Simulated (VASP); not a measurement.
Crystal: Sn2TeS.

```
S Sn Te
1.0
     4.33869    0.00000    0.00000
     0.00000    4.32183    0.00000
     0.00000    0.00000    6.15000
S Sn Te
1 2 1
Direct
  0.00000 0.00000 0.00000
  0.00000 0.00000 0.50000
  0.50000 0.50000 0.00000
  0.50000 0.50000 0.50000
```

This cell differs from its parent crystal: uniaxial x strain +0.4%.

Base run:

```yaml
Program: VASP 6.6.1
Functional: PBE
Potentials_or_basis: VASP PAW PBE potentials, release 64 (S, Sn_d, Te)
Cutoff: 520 eV
k_mesh: 6 × 6 × 4
Occupations: fermi-dirac, width 0.02 eV
Spin: no spin polarisation
```

Its results: band gap on the k mesh 0.07 eV (least direct gap 0.25 eV); pressure 0.7 GPa.

The run is repeated on the same cell with these changes: functional from PBE to r2SCAN. What comes out?

Band gap on the k mesh 0.14 eV (least direct gap 0.28 eV); pressure -0.2 GPa.

Caveats: spin-orbit coupling is left out, which moves the levels of the heavy elements; the PAW data sets were made with another functional, which shifts forces and pressure a little (at least some runs).

A k mesh can miss the band edges.
